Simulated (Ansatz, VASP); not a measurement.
# GaAs in VASP and in Ansatz

```
As Ga
1.0
     4.06260    0.00000    0.00000
     0.00000    4.06260    0.00000
     0.00000    0.00000   30.57659
As Ga
3 3
Direct
  0.00000 0.50000 0.24986
  0.50000 0.00000 0.34485
  0.00000 0.50000 0.43934
  0.50000 0.50000 0.29588
  0.00000 0.00000 0.39053
  0.50000 0.50000 0.48623
```

Alike in both runs: task single point; functional PBE; k mesh 9 × 9 × 1; occupations gaussian, width 0.1 eV; no spin polarisation.

|  | VASP | Ansatz |
| --- | --- | --- |
| version | VASP 6.6.1 | Ansatz 0.2.0 |
| potentials or method | VASP PAW PBE potentials, release 64 (As, Ga_d), cutoff 520 eV | scalar-relativistic, plane waves, PAW |
| valence electrons in the cell | 54 | 84 |

|  | VASP | Ansatz | Ansatz less VASP |
| --- | --- | --- | --- |
| gap on the k mesh at the Fermi level (eV) | none | none | - |
| rms of the force components (eV/Å) | 0.099 | 0.096 | -0.0030 |
| work function, face that differs most (eV) | 4.43 | 4.43 | +0.003 |

A gap of «none» marks a metal or a gap that the smearing closes. VASP's potentials hold 54 valence electrons a cell and Ansatz's 84, so a difference there can come from the potentials and not from the codes. Ansatz's warnings: xc potential rough in thin density.
